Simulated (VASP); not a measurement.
# ZnSiP2 (I-42d) in VASP: a series of runs

The runs below take ZnSiP2 through single point, with PBEsol.

Program: VASP 6.6.1. These are calculated values, not measurements. Logs are shortened: lines on timing, memory, paths and dates and some standing lists are left out, and cuts for length are marked.

**1. The cell of the first run**

Symmetry: I-42d, No. 122, tetragonal system. Conventional cell: a = 5.149 Å, b = 5.149 Å, c = 10.024 Å, α = 90.00°, β = 90.00°, γ = 90.00°. Zn (site symmetry -4) has 4 P at 2.26 Å within 3.0 Å. Within 2.9 Å of Si (site symmetry -4) lie 4 P at 2.16 Å. Within 2.9 Å of P (site symmetry 2) lie 2 Si at 2.16 Å and 2 Zn at 2.26 Å.

**2. Single point, PBEsol**

INCAR reads:

```
SYSTEM = ZnSiP2
PREC     = Accurate       ! precision mode
ENCUT    = 500            ! plane-wave cutoff, eV
EDIFF    = 1E-6           ! SCF threshold, eV
ISMEAR   = -1             ! smearing method
SIGMA    = 0.05           ! smearing width, eV
LREAL    = .FALSE.        ! projectors in reciprocal space
LASPH    = .TRUE.         ! aspherical terms in the spheres
NELM     = 120            ! most SCF steps
ALGO     = Normal         ! electronic algorithm
ISIF     = 2              ! what is computed and relaxed
LWAVE    = .FALSE.        ! write WAVECAR
LCHARG   = .FALSE.        ! write CHGCAR
GGA      = PS             ! functional
NBANDS   = 36             ! bands
GGA_COMPAT= .FALSE.
```

KPOINTS reads:

```
Automatic mesh
0
G
  5 5 5
  0 0 0
```

POSCAR reads:

```
ZnSiP2
1.0
   -2.5746244208      2.5746244208      5.0118548773
    2.5746244208     -2.5746244208      5.0118548773
    2.5746244208      2.5746244208     -5.0118548773
Zn Si P
2 2 4
Direct
    0.0000000000      0.0000000000      0.0000000000
    0.7500000000      0.2500000000      0.5000000000
    0.5000000000      0.5000000000      0.0000000000
    0.2500000000      0.7500000000      0.5000000000
    0.3750000000      0.3923010000      0.5173010000
    0.8750000000      0.8576990000      0.4826990000
    0.6076990000      0.1250000000      0.9826990000
    0.1423010000      0.6250000000      0.0173010000
```

Potentials or basis: VASP PAW PBE potentials, release 64 (Zn, Si, P).

Command:

```sh
$ cat potpaw_PBE.64/Zn/POTCAR potpaw_PBE.64/Si/POTCAR potpaw_PBE.64/P/POTCAR > POTCAR
$ mpirun -np 1 vasp_std > vasp.out
```

OUTCAR:

```text
SYSTEM = ZnSiP2
   PREC = Accurate
   ENCUT = 500
   EDIFF = 1E-6
   ISMEAR = -1
   LREAL = .FALSE.
   LASPH = .TRUE.
   NELM = 120
   ISIF = 2
   GGA = PS

 ion  position               nearest neighbor table
   1  0.000  0.000  0.000-   5 2.26   7 2.26   8 2.26   6 2.26
   2  0.750  0.250  0.500-   8 2.26   5 2.26   6 2.26   7 2.26
   3  0.500  0.500  0.000-   6 2.16   5 2.16   7 2.16   8 2.16
   4  0.250  0.750  0.500-   7 2.16   6 2.16   5 2.16   8 2.16
   5  0.375  0.392  0.517-   3 2.16   4 2.16   2 2.26   1 2.26
   6  0.875  0.858  0.483-   3 2.16   4 2.16   1 2.26   2 2.26
   7  0.608  0.125  0.983-   4 2.16   3 2.16   2 2.26   1 2.26
   8  0.142  0.625  0.017-   3 2.16   4 2.16   1 2.26   2 2.26

  LATTYP: Found a body centered tetragonal cell.
 ALAT       =     5.1492488416
 C/A-ratio  =     1.9466353371

  Lattice vectors:

 A1 = (  -2.5746244208,   2.5746244208,   5.0118548773)
 A2 = (   2.5746244208,  -2.5746244208,   5.0118548773)
 A3 = (   2.5746244208,   2.5746244208,  -5.0118548773)

Analysis of symmetry for initial positions (statically):
=====================================================================
 Subroutine PRICEL returns:
 Original cell was already a primitive cell.

 Routine SETGRP: Setting up the symmetry group for a
 body centered tetragonal supercell.

 Subroutine GETGRP returns: Found  8 space group operations
 (whereof  4 operations were pure point group operations)
 out of a pool of 16 trial point group operations.

The static configuration has the point symmetry S_4 .
 The point group associated with its full space group is D_2d.

Analysis of symmetry for dynamics (positions and initial velocities):
=====================================================================
 Subroutine PRICEL returns:
 Original cell was already a primitive cell.

 Routine SETGRP: Setting up the symmetry group for a
 body centered tetragonal supercell.

 Subroutine GETGRP returns: Found  8 space group operations
 (whereof  4 operations were pure point group operations)
 out of a pool of 16 trial point group operations.

The dynamic configuration has the point symmetry S_4 .
 The point group associated with its full space group is D_2d.

 Subroutine INISYM returns: Found  8 space group operations
 (whereof  4 operations are pure point group operations),
 and found     1 'primitive' translations

[... 101 lines left out ...]
   EDIFFG = 0.1E-04   stopping-criterion for IOM
   NSW    =      0    number of steps for IOM
   IBRION =     -1    ionic relax: 0-MD 1-quasi-New 2-CG
   NFREE  =      0    steps in history (QN), initial steepest desc. (CG)
   ISIF   =      2    stress and relaxation
   ISYM   =      2    0-nonsym 1-usesym 2-fastsym
   POTIM  = 0.5000    time-step for ionic-motion
   TEBEG  =    0.0;   TEEND  =   0.0 temperature during run
   PSTRESS=    0.0 pullay stress
   NELECT =      52.0000    total number of electrons
   NUPDOWN=      -1.0000    fix difference up-down
   EMIN   =  10.00;   EMAX   =-10.00  energy-range for DOS
   EFERMI =   0.00;   METHOD = LEGACY
   ISMEAR =    -1;   SIGMA  =   0.05  broadening in eV -4-tet -1-fermi 0-gaus
   EFERMI_NEDOS =   21; number of points for ismear=-14 and -15
   IALGO  =     38    algorithm
   IMIX   =      4    mixing-type and parameters
     AMIX     =   0.40;   BMIX     =  1.00
     AMIX_MAG =   1.60;   BMIX_MAG =  1.00
  volume/ion in A,a.u.               =      16.61       112.10
  Fermi-wavevector in a.u.,A,eV,Ry     =   1.197422  2.262799 19.508295  1.433819
  Thomas-Fermi vector in A             =   2.333337
   LORBIT       =      0    0 simple, 1 ext, 2 COOP (PROOUT), +10 PAW based schemes
   GGA     = PS    functional components
   LHFCALC =     F    Hartree Fock is set to
   AEXX    =    0.0000 exact exchange contribution
   IVDW    =     0    specifies the selected vdW correction
   LEPSILON=     F    determine dielectric tensor
   LRPA    =     F    only Hartree local field effects (RPA)
 non-spin polarized calculation
  energy-cutoff  :      500.00
  volume of cell :      132.89
 maximum number of plane-waves:      3411
 NGX is ok and might be reduce to    48
   NGX = 23   NGY = 23   NGZ = 23

 number of electron      52.0000003 magnetization

 Free energy of the ion-electron system (eV)
  ---------------------------------------------------
  ext. energy  EPLUGINS =         0.00000000
  ---------------------------------------------------
  free energy    TOTEN  =       -39.51007132 eV

  energy without entropy =      -39.51006912  energy(sigma->0) =      -39.51007022

 E-fermi :   6.3596     XC(G=0): -10.5412

 val. band max:        5.9035510994   @ k =   0.0000   0.0000   0.0000
 cond. band min:       6.8129910325   @ k =   0.0000   0.0000   0.0000
 fundamental gap:      0.9094399331
 Fermi energy:         6.3595618379

 k-point     1 :       0.0000    0.0000    0.0000
  band No.  band energies     occupation
      1      -8.1356      2.00000
      2      -4.6982      2.00000
      3      -4.6814      2.00000
      4      -4.6814      2.00000
      5      -3.2479      2.00000
      6      -1.4675      2.00000
[... 691 lines left out ...]
     35      11.9873      0.00000
     36      11.9873      0.00000

------------------------ aborting loop because EDIFF is reached ----------------------------------------

  FORCE on cell =-STRESS in cart. coord.  units (eV):
  Direction    XX          YY          ZZ          XY          YZ          ZX
  --------------------------------------------------------------------------------------
  -------------------------------------------------------------------------------------
  Total       12.3842089     12.3842089     12.3511399      0.0000000     -0.0000000      0.0000000
  in kB      149.3112748    149.3112748    148.9125757      0.0000000     -0.0000000      0.0000000
  external PRESSURE =     149.1783751 kB  Pullay stress =       0.0000000 kB

 VOLUME and BASIS-vectors are now :
 -----------------------------------------------------------------------------
  energy-cutoff  :      500.00
  volume of cell :      132.89
      direct lattice vectors                 reciprocal lattice vectors
    -2.574624421  2.574624421  5.011854877     0.000000000  0.194203083  0.099763463
     2.574624421 -2.574624421  5.011854877     0.194203083  0.000000000  0.099763463
     2.574624421  2.574624421 -5.011854877     0.194203083  0.194203083  0.000000000

 POSITION                                       TOTAL-FORCE (eV/Angst)
 -----------------------------------------------------------------------------------
      0.00000      0.00000      0.00000        -0.000000      0.000000     -0.000000
      0.00000      2.57462      2.50593        -0.000000      0.000000      0.000000
      0.00000      0.00000      5.01185         0.000000      0.000000     -0.000000
      2.57462      0.00000      2.50593         0.000000      0.000000      0.000000
      1.37640      1.28731      1.25296        -0.512412      0.000000     -0.000000
      1.19823      1.28731      6.26482         0.512412      0.000000      0.000000
      1.28731      3.77285     -1.25296         0.000000      0.512412      0.000000
      1.28731     -1.19823      3.75889        -0.000000     -0.512412     -0.000000
 -----------------------------------------------------------------------------------
    total drift:                                0.000000      0.000000     -0.000001

  FREE ENERGIE OF THE ION-ELECTRON SYSTEM (eV)
  ---------------------------------------------------
  free  energy   TOTEN  =       -39.5100713164 eV

  energy  without entropy=      -39.5100691152  energy(sigma->0) =      -39.51007022
```

Wall time 85 s (1 thread of Intel Xeon Platinum 8488C (Sapphire Rapids), shared host); peak memory 0.35 GiB.

What came out:

```
Free energy            : -39.5101 eV
Pressure               : 14.9 GPa
Largest force          : 0.512 eV/Å
Band gap on the k mesh : 0.91 eV
```

Forces on the atoms (eV/Å):
```
Zn   0.000  0.000  0.000
Zn   0.000  0.000  0.000
Si   0.000  0.000  0.000
Si   0.000  0.000  0.000
P   -0.512  0.000  0.000
P    0.512  0.000  0.000
P    0.000  0.512  0.000
P    0.000 -0.512  0.000
```

Caveat: the cell stands under pressure; the PAW data sets were made with another functional, which shifts forces and pressure a little.

**3. Single point, PBEsol**

This run uses another cell than the first one, of 17.37 Å³/atom.

INCAR reads:

```
SYSTEM = ZnSiP2
PREC = Accurate
ENCUT = 500
EDIFF = 1E-6
ISMEAR = -1
SIGMA = 0.05
LREAL = .False.
LASPH = .True.
NELM = 120
ALGO = Normal
ISIF = 2
LWAVE = .False.
LCHARG = .False.
GGA = PS
NBANDS = 36
GGA_COMPAT = .False.
```

KPOINTS reads:

```
Automatic mesh
0
Gamma
  5 5 5
  0 0 0
```

POSCAR: that of step 2 with these lines changed.

```diff
@@ -2,5 +2,5 @@
 1.0
-   -2.5746244208      2.5746244208      5.0118548773
-    2.5746244208     -2.5746244208      5.0118548773
-    2.5746244208      2.5746244208     -5.0118548773
+   -2.6130573172      2.6130573172      5.0866697114
+    2.6130573172     -2.6130573172      5.0866697114
+    2.6130573172      2.6130573172     -5.0866697114
 Zn Si P
```

Potentials or basis: VASP PAW PBE potentials, release 64 (Zn, Si, P).

Command:

```sh
$ cat potpaw_PBE.64/Zn/POTCAR potpaw_PBE.64/Si/POTCAR potpaw_PBE.64/P/POTCAR > POTCAR
$ mpirun -np 1 vasp_std > vasp.out
```

Run time: 80 s. Hardware: 1 thread of Intel Xeon Platinum 8488C (Sapphire Rapids), shared host; peak memory 0.35 GiB.

Results (log left out):

* Free energy: -39.9502 eV
* Pressure: 8.6 GPa
* Largest force: 0.370 eV/Å
* Band gap on the k mesh: 1.01 eV

Forces on the atoms (eV/Å):
```
Zn   0.000  0.000  0.000
Zn   0.000  0.000  0.000
Si   0.000  0.000  0.000
Si   0.000  0.000  0.000
P   -0.370  0.000  0.000
P    0.370  0.000  0.000
P    0.000  0.370  0.000
P    0.000 -0.370  0.000
```

Levels at points of the mesh, in eV from the valence-band top:
| k point | band 24 | band 25 | band 26 | band 27 | band 28 | band 29 |
| --- | --- | --- | --- | --- | --- | --- |
| (0.00, 0.00, 0.00) | -0.13 | -0.13 | 0.00 | 1.01 | 1.71 | 3.35 |

Caveat: the cell stands under pressure; the PAW data sets were made with another functional, which shifts forces and pressure a little.

(Part 1 of 2 ends here.)
